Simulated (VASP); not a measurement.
Runs of VASP 6.6.1 on Li2Se. The structure is that of space group Fm-3m (No. 225), or close to it. The cells are those of the table. 

| task | cell | gap on the mesh (eV) | pressure (GPa) |
| --- | --- | --- | --- |
| single point | a = 3.972 Å, angles 60.0°, 3 atoms | 2.75 | 10.0 |
| relaxation of cell and atoms | relaxed to 10 GPa from a = 4.246 Å, angles 60.0°, 3 atoms | 2.75 | 10.0 |
| single point | a = 3.818 Å, angles 60.0°, 3 atoms | 2.55 | 20.1 |
| relaxation of cell and atoms | relaxed from a = 4.246 Å, angles 60.0°, 3 atoms | 2.97 | 0.0 |
| single point | a = 4.083 Å, angles 60.0°, 3 atoms | 2.86 | (a) |
| relaxation of cell and atoms | relaxed to 20 GPa from a = 4.246 Å, angles 60.0°, 3 atoms | 2.55 | 20.0 |
| relaxation of cell and atoms | relaxed to 5 GPa from a = 4.246 Å, angles 60.0°, 3 atoms | 2.86 | 5.0 |
| single point | a = 4.246 Å, angles 60.0°, 3 atoms | 2.97 | 0.0 |

Alike in all rows: level PBE; potentials or basis VASP PAW PBE potentials, release 64 (Li_sv, Se); no spin polarisation; k mesh 6 × 6 × 6; cutoff (eV) 750; smearing gaussian 0.01 eV.

Estimate the missing entries.

(a) 4.9.

Caveats: the cell is relaxed towards a set pressure, so the enthalpy falls and the energy may rise (some runs); the relaxation stopped at its first step, so nothing moved (some runs).

A k mesh can miss the band edges, and the runs leave out spin-orbit coupling on Se.
